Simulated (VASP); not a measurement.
Runs of VASP 6.6.1 on As. The structure is that of space group P6/mmm (No. 191), or close to it. The cells are those of the table. 

| cell | k mesh | gap on the mesh (eV) | pressure (GPa) |
| --- | --- | --- | --- |
| a = 4.777, b = 4.777, c = 2.782 Å, angles 90.0, 90.0, 120.0°, 3 atoms | 8 × 8 × 11 | none | (c) |
| a = 4.777, b = 4.777, c = 2.782 Å, angles 90.0, 90.0, 120.0°, 3 atoms | 10 × 10 × 15 | none | (a) |
| a = 4.961, b = 4.961, c = 2.889 Å, angles 90.0, 90.0, 120.0°, 3 atoms | 9 × 9 × 13 | none | -7.7 |
| a = 4.646, b = 4.646, c = 2.706 Å, angles 90.0, 90.0, 120.0°, 3 atoms | 9 × 9 × 13 | none | 9.9 |
| a = 4.777, b = 4.777, c = 2.782 Å, angles 90.0, 90.0, 120.0°, 3 atoms | 9 × 9 × 13 | none | (b) |
| a = 4.901, b = 4.901, c = 2.854 Å, angles 90.0, 90.0, 120.0°, 3 atoms | 9 × 9 × 13 | none | -5.5 |
| a = 4.840, b = 4.840, c = 2.819 Å, angles 90.0, 90.0, 120.0°, 3 atoms | 9 × 9 × 13 | none | -2.8 |
| a = 4.578, b = 4.578, c = 2.666 Å, angles 90.0, 90.0, 120.0°, 3 atoms | 9 × 9 × 13 | none | 16.3 |

Alike in all rows: task single point; level PBEsol; potentials or basis VASP PAW PBE potentials, release 64 (As); no spin polarisation; cutoff (eV) 520; smearing fermi-dirac 0.1 eV.

Task: Estimate the missing entries.

Result: (a) 0.4; (b) 0.5; (c) 0.2.

Caveats: the PAW data sets were made with another functional, which shifts forces and pressure a little.

A k mesh can miss the band edges, and the runs leave out spin-orbit coupling on As.

A gap of «none» marks levels without a gap at the run's occupations.
